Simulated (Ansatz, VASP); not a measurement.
## One calculation of CaSe, two programs

```xyz
2
Lattice="0.0000 2.9560 2.9560 2.9560 0.0000 2.9560 2.9560 2.9560 0.0000" Properties=species:S:1:pos:R:3 pbc="T T T"
Se    2.9560    2.9560    2.9560
Ca    0.0000    0.0000    0.0000
```

Alike in both runs: task single point; functional PBE; k mesh 6 × 6 × 6; occupations fermi-dirac, width 0.05 eV; no spin polarisation.

|  | VASP | Ansatz |
| --- | --- | --- |
| version | VASP 6.6.1 | Ansatz 0.2.0 |
| potentials or method | VASP PAW PBE potentials, release 64 (Se, Ca_sv), cutoff 520 eV | all-electron PAW datasets made for the crystal |

|  | VASP | Ansatz | Ansatz less VASP |
| --- | --- | --- | --- |
| gap on the k mesh at the Fermi level (eV) | 2.02 | 2.03 | +0.009 |
| least direct gap on the mesh (eV) | 2.95 | 2.96 | +0.008 |
| pressure (GPa) | 1.4 | 1.2 | -0.18 |

Ansatz ran all-electron here, and VASP with PAW potentials.
